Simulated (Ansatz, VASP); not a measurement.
HgTe in VASP and in Ansatz

```
Hg Te
1.0
     0.00000    3.12679    3.22350
     3.12679    0.00000    3.22350
     3.12679    3.12679    0.00000
Hg Te
1 1
Cartesian
  0.0000 0.0000 0.0000
  4.6902 4.6902 4.8353
```

Change from the starting cell: equal xx and yy strain of -3 %.

Alike in both runs: task single point; functional LDA; k mesh 11 × 11 × 11; occupations fermi-dirac, width 0.03 eV; no spin polarisation.

```csv
,VASP,Ansatz
version,VASP 6.6.1,Ansatz 0.2.0
potentials or method,"VASP PAW LDA potentials, release 64 (Hg, Te), cutoff 520 eV","all-electron LAPW, scalar-relativistic"
```

```csv
,VASP,Ansatz,Ansatz less VASP
pressure (GPa),3.3,3.0,-0.32
"traceless stress, the component that is largest in VASP (GPa)",-0.31,-0.31,-0.004
```

LDA's correlation is that of Perdew and Zunger in VASP and of Perdew and Wang (1992) in Ansatz. Ansatz ran all-electron here, and VASP with PAW potentials.

Neither program's run includes spin-orbit coupling.
